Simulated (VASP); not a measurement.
# In (Im-3m) in VASP: a series of runs

Aim: see how the results for In move with the level of theory and the settings. Levels: SVWN5, RPBE+D3(BJ). Tasks: single point.

All numbers are computed with VASP 6.6.1; they aren't measurements. Logs are shortened: lines on timing, memory, paths and dates and some standing lists are left out, and cuts for length are marked.

## 1. The cell of the first run

It takes space group Im-3m (No. 229, cubic). Conventional cell: a = 3.765 Å, b = 3.765 Å, c = 3.765 Å, α = 90.00°, β = 90.00°, γ = 90.00°. In (site symmetry m-3m) has 14 In at 3.26 to 3.77 Å within 4.3 Å.

This isn't the form of In at room conditions, which is tetragonal.

## 2. Single point, SVWN5

Input file INCAR:

```
PREC = Accurate ; ENCUT = 500
EDIFF = 1E-6 ; ISMEAR = 1
SIGMA = 0.025 ; LREAL = F
LASPH = T ; NELM = 120
ALGO = Normal ; ISIF = 2
LWAVE = F ; LCHARG = F
GGA = VW ; NBANDS = 12
GGA_COMPAT = F
```

Input file KPOINTS:

```
Automatic mesh
0
Gamma
  10 10 10
```

Input file POSCAR:

```
In
1.0
   -1.8825252400      1.8825252400      1.8825252400
    1.8825252400     -1.8825252400      1.8825252400
    1.8825252400      1.8825252400     -1.8825252400
In
1
Direct
    0.0000000000      0.0000000000      0.0000000000
```

Potentials or basis: VASP PAW PBE potentials, release 64 (In_d).

Started as:

```
$ cat potpaw_PBE.64/In_d/POTCAR > POTCAR
$ mpirun -np 1 vasp_std > vasp.out
```

OUTCAR:

```text
PREC = Accurate
   ENCUT = 500
   EDIFF = 1E-6
   ISMEAR = 1
   LREAL = F
   LASPH = T
   NELM = 120
   ISIF = 2
   GGA = VW

 ion  position               nearest neighbor table
   1  0.000  0.000  0.000-

  LATTYP: Found a body centered cubic cell.
 ALAT       =     3.7650504800

  Lattice vectors:

 A1 = (  -1.8825252400,   1.8825252400,   1.8825252400)
 A2 = (   1.8825252400,  -1.8825252400,   1.8825252400)
 A3 = (   1.8825252400,   1.8825252400,  -1.8825252400)

Analysis of symmetry for initial positions (statically):
=====================================================================
 Subroutine PRICEL returns:
 Original cell was already a primitive cell.

 Routine SETGRP: Setting up the symmetry group for a
 body centered cubic supercell.

 Subroutine GETGRP returns: Found 48 space group operations
 (whereof 48 operations were pure point group operations)
 out of a pool of 48 trial point group operations.

The static configuration has the point symmetry O_h .

Analysis of symmetry for dynamics (positions and initial velocities):
=====================================================================
 Subroutine PRICEL returns:
 Original cell was already a primitive cell.

 Routine SETGRP: Setting up the symmetry group for a
 body centered cubic supercell.

 Subroutine GETGRP returns: Found 48 space group operations
 (whereof 48 operations were pure point group operations)
 out of a pool of 48 trial point group operations.

The dynamic configuration has the point symmetry O_h .

 Subroutine INISYM returns: Found 48 space group operations
 (whereof 48 operations are pure point group operations),
 and found     1 'primitive' translations

----------------------------------------------------------------------------------------

                                     Primitive cell

  volume of cell :      26.6859

  direct lattice vectors                    reciprocal lattice vectors
    -1.882525240  1.882525240  1.882525240     0.000000000  0.265600689  0.265600689
     1.882525240 -1.882525240  1.882525240     0.265600689  0.000000000  0.265600689
     1.882525240  1.882525240 -1.882525240     0.265600689  0.265600689  0.000000000

  length of vectors
     3.260629362  3.260629362  3.260629362     0.375616096  0.375616096  0.375616096

  position of ions in fractional coordinates (direct lattice)
     0.000000000  0.000000000  0.000000000

  ion indices of the primitive-cell ions
   primitive index   ion index
                 1           1

----------------------------------------------------------------------------------------

 KPOINTS: Automatic mesh

Automatic generation of k-mesh.
 Grid dimensions read from file:
 generate k-points for:   10   10   10

 Generating k-lattice:

  Cartesian coordinates                     Fractional coordinates (reciprocal lattice)
     0.000000000  0.026560069  0.026560069     0.100000000  0.000000000  0.000000000
     0.026560069  0.000000000  0.026560069     0.000000000  0.100000000  0.000000000
     0.026560069  0.026560069  0.000000000     0.000000000  0.000000000  0.100000000

  Length of vectors
     0.037561610  0.037561610  0.037561610

  Shift w.r.t. Gamma in fractional coordinates (k-lattice)
     0.000000000  0.000000000  0.000000000

 Subroutine IBZKPT returns following result:
 ===========================================

 Found     47 irreducible k-points:

 Following reciprocal coordinates:
            Coordinates               Weight
  0.000000  0.000000  0.000000      1.000000
  0.100000  0.000000  0.000000     12.000000
  0.200000  0.000000  0.000000     12.000000
  0.300000  0.000000  0.000000     12.000000
  0.400000  0.000000  0.000000     12.000000
  0.500000  0.000000  0.000000      6.000000
[... 16 lines left out ...]
  0.300000  0.300000  0.100000      8.000000
 -0.300000  0.300000  0.100000     24.000000
 [... further k-points ...]
   k-points           NKPTS =     47   k-points in BZ     NKDIM =     47   number of bands    NBANDS=     12
   number of dos      NEDOS =    301   number of ions     NIONS =      1
   total plane-waves  NPLWV =  13824
   dimension x,y,z NGX =    24 NGY =   24 NGZ =   24
   dimension x,y,z NGXF=    48 NGYF=   48 NGZF=   48
   ions per type =               1
   NGX,Y,Z   is equivalent  to a cutoff of  12.24, 12.24, 12.24 a.u.
   NGXF,Y,Z  is equivalent  to a cutoff of  24.47, 24.47, 24.47 a.u.
 SYSTEM =  unknown system
   PREC   = accura    normal or accurate (medium, high low for compatibility)
   ISTART =      0    job   : 0-new  1-cont  2-samecut
   ICHARG =      2    charge: 1-file 2-atom 10-const
   ISPIN  =      1    spin polarized calculation?
   LNONCOLLINEAR =      F non collinear calculations
   LSORBIT =      F    spin-orbit coupling
   LASPH  =      T    aspherical Exc in radial PAW
   ENCUT  =  500.0 eV  36.75 Ry    6.06 a.u.   5.94  5.94  5.94*2*pi/ulx,y,z
   NELM   =    120;   NELMIN=  2; NELMDL= -5     # of ELM steps
   EDIFF  = 0.1E-05   stopping-criterion for ELM
   LREAL  =      F    real-space projection
   EDIFFG = 0.1E-04   stopping-criterion for IOM
   NSW    =      0    number of steps for IOM
   IBRION =     -1    ionic relax: 0-MD 1-quasi-New 2-CG
   NFREE  =      0    steps in history (QN), initial steepest desc. (CG)
   ISIF   =      2    stress and relaxation
   ISYM   =      2    0-nonsym 1-usesym 2-fastsym
   POTIM  = 0.5000    time-step for ionic-motion
   TEBEG  =    0.0;   TEEND  =   0.0 temperature during run
   PSTRESS=    0.0 pullay stress
   NELECT =      13.0000    total number of electrons
   NUPDOWN=      -1.0000    fix difference up-down
   EMIN   =  10.00;   EMAX   =-10.00  energy-range for DOS
   EFERMI =   0.00;   METHOD = LEGACY
   ISMEAR =     1;   SIGMA  =   0.03  broadening in eV -4-tet -1-fermi 0-gaus
   EFERMI_NEDOS =   21; number of points for ismear=-14 and -15
   IALGO  =     38    algorithm
   IMIX   =      4    mixing-type and parameters
     AMIX     =   0.40;   BMIX     =  1.00
     AMIX_MAG =   1.60;   BMIX_MAG =  1.00
  volume/ion in A,a.u.               =      26.69       180.09
  Fermi-wavevector in a.u.,A,eV,Ry     =   1.288136  2.434225 22.576080  1.659295
  Thomas-Fermi vector in A             =   2.420108
   LORBIT       =      0    0 simple, 1 ext, 2 COOP (PROOUT), +10 PAW based schemes
   GGA     = VW    functional components
   LHFCALC =     F    Hartree Fock is set to
   AEXX    =    0.0000 exact exchange contribution
   IVDW    =     0    specifies the selected vdW correction
   LEPSILON=     F    determine dielectric tensor
   LRPA    =     F    only Hartree local field effects (RPA)
 non-spin polarized calculation
 Methfessel and Paxton  Order N= 1 SIGMA  =   0.03
  energy-cutoff  :      500.00
  volume of cell :       26.69
 maximum number of plane-waves:       687
   NGX = 11   NGY = 11   NGZ = 11

 number of electron      13.0000005 magnetization

 Free energy of the ion-electron system (eV)
  ---------------------------------------------------
  ext. energy  EPLUGINS =         0.00000000
  ---------------------------------------------------
  free energy    TOTEN  =        -3.16153044 eV

  energy without entropy =       -3.16132501  energy(sigma->0) =       -3.16146196

 E-fermi :   6.8573     XC(G=0): -10.4243

 val. band max:        6.8487549413   @ k =  -0.3000   0.5000   0.1000
 cond. band min:       6.8674709653   @ k =  -0.4000   0.4000   0.2000
 fundamental gap:      0.0187160239
 Fermi energy:         6.8573374199

 k-point     1 :       0.0000    0.0000    0.0000
  band No.  band energies     occupation
      1      -7.6059      2.00000
      2      -7.6059      2.00000
      3      -7.6059      2.00000
      4      -7.3362      2.00000
      5      -7.3362      2.00000
      6      -2.5055      2.00000
      7      17.6530      0.00000
      8      17.6530      0.00000
      9      17.6530      0.00000
     10      20.0112      0.00000
     11      20.0112      0.00000
     12      20.0112      0.00000

 k-point     2 :       0.1000    0.0000    0.0000
  band No.  band energies     occupation
      1      -7.6162      2.00000
      2      -7.5965      2.00000
      3      -7.5661      2.00000
      4      -7.3471      2.00000
      5      -7.3366      2.00000
      6      -2.2774      2.00000
      7      15.6589      0.00000
      8      16.7176      0.00000
      9      17.1734      0.00000
     10      18.9112      0.00000
     11      19.2631      0.00000
     12      19.8487      0.00000

 k-point     3 :       0.2000    0.0000    0.0000
  band No.  band energies     occupation
      1      -7.6432      2.00000
      2      -7.5832      2.00000
      3      -7.4600      2.00000
      4      -7.3682      2.00000
      5      -7.3375      2.00000
      6      -1.5849      2.00000
      7      12.2428      0.00000
      8      15.1648      0.00000
      9      16.0831      0.00000
     10      18.0544      0.00000
     11      18.3065      0.00000
     12      20.3403      0.00000

 k-point     4 :       0.3000    0.0000    0.0000
  band No.  band energies     occupation
      1      -7.6764      2.00000
      2      -7.5953      2.00000
      3      -7.3724      2.00000
      4      -7.3383      2.00000
      5      -7.3250      2.00000
      6      -0.4166      2.00000
      7       8.9450      0.00000
      8      13.8374      0.00000
      9      15.0688      0.00000
     10      17.4634      0.00000
     11      17.6047      0.00000
     12      21.4627      0.00000

 k-point     5 :       0.4000    0.0000    0.0000
  band No.  band energies     occupation
      1      -7.7032      2.00000
      2      -7.6264      2.00000
      3      -7.3589      2.00000
      4      -7.3386      2.00000
      5      -7.2124      2.00000
      6       1.2177      2.00000
      7       5.9984      2.00000
      8      12.9711      0.00000
      9      14.4067      0.00000
     10      17.1273      0.00000
     11      17.1873      0.00000
     12      22.9362      0.00000
[... 228 lines left out ...]
      1      -7.6532      2.00000
      2      -7.5442      2.00000
      3      -7.3597      2.00000
      4      -7.3446      2.00000
      5      -7.3094      2.00000
      6       3.1545      2.00000
      7       5.7609      2.00000
      8       8.2670      0.00000
      9      10.6545      0.00000
     10      21.7841      0.00000
     11      23.5437      0.00000
     12      23.8112      0.00000

 k-point    22 :      -0.2000    0.2000    0.1000
  band No.  band energies     occupation
      1      -7.6028      2.00000
      2      -7.5618      2.00000
      3      -7.4671      2.00000
      4      -7.4014      2.00000
      5      -7.3383      2.00000
      6      -1.3549      2.00000
      7      12.3895      0.00000
      8      14.1993      0.00000
      9      14.9785      0.00000
     10      17.2871      0.00000
     11      19.5303      0.00000
     12      19.8800      0.00000

 k-point    23 :       0.3000    0.3000    0.1000
  band No.  band energies     occupation
      1      -7.6443      2.00000
      2      -7.4470      2.00000
      3      -7.4470      2.00000
      4      -7.3326      2.00000
      5      -7.3326      2.00000
      6       4.1505      2.00000
      7       6.2202      2.00000
      8       6.2202      2.00000
      9      10.3956      0.00000
     10      23.3113      0.00000
     11      23.3113      0.00000
     12      23.7178      0.00000

 k-point    24 :      -0.3000    0.3000    0.1000
  band No.  band energies     occupation
      1      -7.6337      2.00000
      2      -7.5705      2.00000
      3      -7.4061      2.00000
      4      -7.3507      2.00000
      5      -7.3308      2.00000
      6      -0.1877      2.00000
      7       9.1430      0.00000
      8      12.9467      0.00000
      9      14.1332      0.00000
     10      17.8055      0.00000
     11      18.7965      0.00000
     12      19.6431      0.00000

 [... further k-points ...]

------------------------ aborting loop because EDIFF is reached ----------------------------------------

  FORCE on cell =-STRESS in cart. coord.  units (eV):
  Direction    XX          YY          ZZ          XY          YZ          ZX
  --------------------------------------------------------------------------------------
  -------------------------------------------------------------------------------------
  Total       -0.4669663     -0.4669663     -0.4669663      0.0000000     -0.0000000     -0.0000000
  in kB      -28.0358469    -28.0358469    -28.0358469      0.0000000     -0.0000000     -0.0000000
  external PRESSURE =     -28.0358469 kB  Pullay stress =       0.0000000 kB

 VOLUME and BASIS-vectors are now :
 -----------------------------------------------------------------------------
  energy-cutoff  :      500.00
  volume of cell :       26.69
      direct lattice vectors                 reciprocal lattice vectors
    -1.882525240  1.882525240  1.882525240     0.000000000  0.265600689  0.265600689
     1.882525240 -1.882525240  1.882525240     0.265600689  0.000000000  0.265600689
     1.882525240  1.882525240 -1.882525240     0.265600689  0.265600689  0.000000000

 POSITION                                       TOTAL-FORCE (eV/Angst)
 -----------------------------------------------------------------------------------
      0.00000      0.00000      0.00000        -0.000000     -0.000000      0.000000
 -----------------------------------------------------------------------------------
    total drift:                                0.000000      0.000000      0.000000

  FREE ENERGIE OF THE ION-ELECTRON SYSTEM (eV)
  ---------------------------------------------------
  free  energy   TOTEN  =        -3.1615304386 eV

  energy  without entropy=       -3.1613250129  energy(sigma->0) =       -3.16146196
```

Wall time 3.1 s (1 thread of Intel Xeon 6975P-C (Granite Rapids), shared host); peak memory 0.13 GiB.

Results:

| Quantity | Value |
| --- | --- |
| Free energy | -3.1615 eV |
| Pressure | -2.8 GPa |
| Band gap on the k mesh | zero (an odd number of electrons rules out a gap without spin polarisation) |

Caveat: the PAW data sets were made with another functional, which shifts forces and pressure a little; spin-orbit coupling is left out, which moves the levels of the heavy elements.

## 3. Single point, RPBE+D3(BJ), non-collinear spin, zero start, spin-orbit coupling

Input file INCAR:

```
SYSTEM = In
ALGO = Normal
EDIFF = 1E-6
ENCUT = 500
GGA = RP
GGA_COMPAT = .False.
ISIF = 2
ISMEAR = -1
IVDW = 12
LASPH = .True.
LCHARG = .False.
LORBIT = 11
LORBMOM = .True.
LREAL = .False.
LSORBIT = .True.
LWAVE = .False.
MAGMOM = 0 0 0
NBANDS = 24
NELM = 200
PREC = Accurate
SIGMA = 0.15
```

Input file KPOINTS:

```
k-points
0
Gamma
  10 10 10
  0 0 0
```

POSCAR is that of step 2.

Potentials or basis: VASP PAW PBE potentials, release 64 (In_d).

Started as:

```
$ cat potpaw_PBE.64/In_d/POTCAR > POTCAR
$ mpirun -np 1 vasp_ncl > vasp.out
```

Wall time 15 s (1 thread of Intel Xeon 6975P-C (Granite Rapids), shared host); peak memory 0.22 GiB.

Results (log left out):

```yaml
Free_energy: -4.2189 eV
Pressure: -14.7 GPa
Net_moment: 0.00 μB per cell
Valence_electrons_inside_the_program's_atomic_spheres: In 11.33
Dispersion_energy_per_atom: -1.993 eV
```

Moments on the atoms (μB; x, y, z):
```
In  0.00 0.00 0.00
```

Caveat: three body term missing; the cell stands under tension; the PAW data sets were made with another functional, which shifts forces and pressure a little.
